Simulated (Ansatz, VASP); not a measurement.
## Two plane-wave programs on AlN

```
Al N
1.0
    -2.02262   -2.02262    0.00000
     2.02262   -2.02262    0.00000
     0.00000    0.00000   16.63573
Al N
6 6
Direct
  0.00000 0.00000 0.06078
  0.50000 0.50000 0.18236
  0.00000 0.00000 0.30395
  0.50000 0.50000 0.42553
  0.00000 0.00000 0.54711
  0.50000 0.50000 0.66869
  0.50000 0.50000 0.06078
  0.00000 0.00000 0.18236
  0.50000 0.50000 0.30395
  0.00000 0.00000 0.42553
  0.50000 0.50000 0.54711
  0.00000 0.00000 0.66869
```

Alike in both runs: task single point; functional PBEsol; k mesh 8 × 8 × 2; occupations gaussian, width 0.05 eV; no spin polarisation.

|  | VASP | Ansatz |
| --- | --- | --- |
| version | VASP 6.6.1 | Ansatz 0.2.0 |
| potentials or method | VASP PAW PBE potentials, release 64 (Al, N), cutoff 520 eV | scalar-relativistic, plane waves, PAW |
| valence electrons in the cell | 48 | 48 |

Ansatz gave:

| Quantity | Value |
| --- | --- |
| gap on the k mesh at the Fermi level (eV) | 2.59 |
| least direct gap on the mesh (eV) | 2.59 |
| rms of the force components (eV/Å) | 0.303 |

Problem. Estimate VASP's values.

Solution. gap on the k mesh at the Fermi level (eV): 2.59; least direct gap on the mesh (eV): 2.59; rms of the force components (eV/Å): 0.305.

VASP's potentials were made for PBE, not for PBEsol. Atom by atom the forces differ by 0.003 eV/Å (rms over components). The functional is the same, so the differences come from potentials, cutoffs and numerics.
